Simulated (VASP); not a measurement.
Runs of VASP 6.6.1 on SrTiO3. The structure is that of space group Pm-3m (No. 221), or close to it. The cells are those of the table. 

```csv
task,level,spin,U,cell,k mesh,cutoff (eV),smearing,gap on the mesh (eV),pressure (GPa),relaxed volume (Å³/atom)
single point,r2SCAN,off,-,"a = 3.936 Å, 5 atoms",8 × 8 × 8,520,gaussian 0.02 eV,2.22,(c),-
relaxation of cell and atoms,PBE,collinear,-,"relaxed from a = 3.905 Å, 5 atoms",4 × 4 × 4,600,gaussian 0.1 eV,1.79,0.0,(a)
single point,PBE+U,off,Ti d U = 4.0 eV,"a = 3.936 Å, 5 atoms",8 × 8 × 8,520,gaussian 0.02 eV,(b),4.2,-
relaxation of cell and atoms,PBE,off,-,"relaxed from a = 3.936 Å, 5 atoms",8 × 8 × 8,600,gaussian 0.02 eV,1.81,0.0,12.23
```

Alike in all rows: potentials or basis VASP PAW PBE potentials, release 64 (Sr_sv, Ti_sv, O).

Task: Estimate the missing entries.

Result: (a) 12.24; (b) 2.33; (c) -3.2.

Caveats: the cell stands under tension (at least some runs); the PAW data sets were made with another functional, which shifts forces and pressure a little (at least some runs); the cell stands under pressure (at least some runs).

A k mesh can miss the band edges, and the runs leave out spin-orbit coupling on Sr.
